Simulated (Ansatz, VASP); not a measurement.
LiHfF2 in VASP and in Ansatz

```
Li Hf F
1.0
     0.00000    4.43183    0.00000
     4.43183    0.00000    0.00000
     2.21592    2.21592   -5.11365
Li Hf F
2 2 4
Direct
  0.50000 0.50000 0.00000
  0.25000 0.75000 0.50000
  0.00000 0.00000 0.00000
  0.75000 0.25000 0.50000
  0.22340 0.22340 0.55320
  0.97340 0.47340 0.05320
  0.52660 0.02660 0.94680
  0.77660 0.77660 0.44680
```

Alike in both runs: task single point; functional r2SCAN; k mesh 8 × 8 × 8; no spin polarisation.

|  | VASP | Ansatz |
| --- | --- | --- |
| version | VASP 6.6.1 | Ansatz 0.2.0 |
| potentials or method | VASP PAW PBE potentials, release 64 (Li_sv, Hf_pv, F), cutoff 520 eV | PAW plane waves |
| occupations | fermi-dirac, width 0.1 eV | fermi-dirac |
| valence electrons in the cell | 54 | 86 |

```tsv
	VASP	Ansatz	Ansatz less VASP
rms of the force components (eV/Å)	0.362	0.373	+0.0113
```

VASP's potentials were made for PBE, not for r2SCAN. Atom by atom the forces differ by 0.011 eV/Å (rms over components). VASP's potentials hold 54 valence electrons a cell and Ansatz's 86, so a difference there can come from the potentials and not from the codes.

Spin-orbit coupling is off throughout. Noted on VASP's run: the cutoff is short for stress, so the pressure is rough.
